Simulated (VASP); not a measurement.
Here is a VASP 6.6.1 calculation.

Contents of INCAR:

```
SYSTEM = SnGe31
PREC     = Accurate       ! precision mode
ENCUT    = 520            ! plane-wave cutoff, eV
EDIFF    = 1E-6           ! SCF threshold, eV
ISMEAR   = 0              ! smearing method
SIGMA    = 0.1            ! smearing width, eV
LREAL    = Auto         
LASPH    = .TRUE.         ! aspherical terms in the spheres
NELM     = 100            ! most SCF steps
ALGO     = Normal         ! electronic algorithm
ISIF     = 2              ! what is computed and relaxed
LWAVE    = .FALSE.        ! write WAVECAR
LCHARG   = .TRUE.         ! write CHGCAR
GGA      = PE             ! functional
LELF     = .TRUE.         ! ELF
LVHAR    = .TRUE.       
NBANDS   = 246            ! bands
LUSENCCL = .FALSE.
```

KPOINTS

```
Automatic mesh
0
G
  3 3 3
  0 0 0
```

File POSCAR:

```
SnGe31
1.0
    5.7610728662     -5.7610728662     -5.7610728662
   -5.7610728662      5.7610728662     -5.7610728662
    5.7610728662      5.7610728662      5.7610728662
Sn Ge
1 31
Direct
    0.0000000000      0.2500000000      0.7500000000
    0.0000000000     -0.0015330524      0.0022913984
    0.7484669476      0.5022913984      0.7500000000
    0.0000000000      0.7500000000      0.2500000000
    0.7484669476      0.2500000000      0.0022913984
    0.0000000000      0.5022913984      0.4984669476
    0.7477086016     -0.0022913984      0.2461755492
    0.5000000000      0.7500000000      0.7500000000
    0.5038244508      0.5015330524      0.0015330524
    0.7477086016      0.7461755492      0.4977086016
    0.2522913984     -0.0015330524      0.7500000000
    0.5000000000      0.2500000000      0.2500000000
    0.4961755492     -0.0022913984      0.4977086016
    0.2515330524      0.7538244508      0.0015330524
    0.2515330524      0.5015330524      0.2538244508
    0.2522913984      0.2500000000      0.4984669476
    0.7489407077      0.2500000000      0.2511652788
    0.7371454503     -0.0128545497      0.4871454503
    0.4988347212      0.4977754289      0.2488347212
    0.7489407077      0.7511652788      0.7500000000
    0.5011652788      0.2500000000      0.4989407077
    0.7522245711      0.5010592923      0.0010592923
    0.5011652788     -0.0010592923      0.7500000000
    0.2477754289      0.7488347212      0.2488347212
    0.2510592923      0.5010592923      0.5022245711
    0.4988347212      0.7488347212     -0.0022245711
    0.0000000000     -0.0010592923      0.2511652788
    0.2628545497      0.2500000000      0.7500000000
    0.2510592923      0.0022245711      0.0010592923
    0.0000000000      0.7511652788      0.4989407077
    0.0000000000      0.5128545497      0.7500000000
    0.0000000000      0.2500000000      0.0128545497
```

Potentials or basis: VASP PAW PBE potentials, release 64 (Sn_d, Ge_d).

Launch:

```sh
$ cat potpaw_PBE.64/Sn_d/POTCAR potpaw_PBE.64/Ge_d/POTCAR > POTCAR
$ mpirun -np 1 vasp_std > vasp.out
```

**Question.** Estimate the band gap on the k mesh.

**Answer.** Zero (filled and empty bands touch).

**Question.** Predict the pressure.

**Answer.** 0.9 GPa.

Forces on the atoms (eV/Å):
```
Sn   0.000  0.000  0.000
Ge   0.000 -0.001  0.000
Ge   0.000  0.000  0.001
Ge   0.000  0.000  0.000
Ge  -0.001  0.000  0.000
Ge   0.000 -0.001  0.000
Ge   0.000  0.000 -0.001
Ge   0.000  0.000  0.000
Ge   0.000  0.001  0.000
Ge   0.001  0.000  0.000
Ge   0.000  0.000  0.001
Ge   0.000  0.000  0.000
Ge   0.000  0.001  0.000
Ge   0.001  0.000  0.000
Ge   0.000  0.000 -0.001
Ge  -0.001  0.000  0.000
Ge  -0.001  0.000  0.000
Ge  -0.001 -0.001  0.001
Ge   0.001  0.000  0.000
Ge   0.000  0.000  0.001
Ge  -0.001  0.000  0.000
Ge   0.000  0.001  0.000
Ge   0.000  0.000  0.001
Ge   0.000  0.001  0.000
Ge   0.000  0.000 -0.001
Ge   0.000  0.000 -0.001
Ge   0.000 -0.001  0.000
Ge   0.001 -0.001 -0.001
Ge   0.001  0.000  0.000
Ge   0.000 -0.001  0.000
Ge  -0.001  0.001 -0.001
Ge   0.001  0.001  0.001
```

Caveat: spin-orbit coupling is left out, which moves the levels of the heavy elements.
